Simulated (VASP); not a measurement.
BeTe:

```
CELL_PARAMETERS angstrom
0.00000 2.74500 2.74500
2.74500 0.00000 2.74500
2.74500 2.74500 0.00000
ATOMIC_POSITIONS crystal
Be 0.00000 0.00000 0.00000
Te 0.25000 0.25000 0.25000
```

| Quantity | Value |
| --- | --- |
| Program | VASP 6.6.1 |
| Task | relaxation of cell and atoms |
| Functional | PBEsol |
| Potentials or basis | VASP PAW PBE potentials, release 64 (Be, Te) |
| Cutoff | 600 eV |
| k mesh | 7 × 7 × 7 |
| Occupations | fermi-dirac, width 0.01 eV |
| Spin | no spin polarisation |

At the start: pressure 4.6 GPa; volume 20.68 Å³/atom.

Question: How do energy, volume and symmetry change on relaxing?

Answer: Over 3 steps the energy falls by 19.1 meV/atom and the volume is 22.10 Å³/atom (+6.8 %); space group F-43m (No. 216, to 0.1 Å) before and after.

Step by step:
| step | energy change (eV) | largest force (eV/Å) | pressure (GPa) | volume (Å³) |
| --- | --- | --- | --- | --- |
| 1 | 0.0000 | 0.0000 | 4.56 | 41.37 |
| 2 | -0.0356 | 0.0000 | -1.03 | 44.99 |
| 3 | -0.0382 | 0.0000 | 0.01 | 44.20 |

Final structure:
```cif
data_structure
_symmetry_space_group_name_H-M 'P 1'
_symmetry_Int_Tables_number 1
_cell_length_a 3.9685
_cell_length_b 3.9685
_cell_length_c 3.9685
_cell_angle_alpha 60.000
_cell_angle_beta 60.000
_cell_angle_gamma 60.000
_cell_volume 44.20
loop_
_atom_site_label
_atom_site_type_symbol
_atom_site_fract_x
_atom_site_fract_y
_atom_site_fract_z
_atom_site_occupancy
Be1 Be 0.00000 0.00000 0.00000 1
Te1 Te 0.25000 0.25000 0.25000 1
```

Caveat: the PAW data sets were made with another functional, which shifts forces and pressure a little.
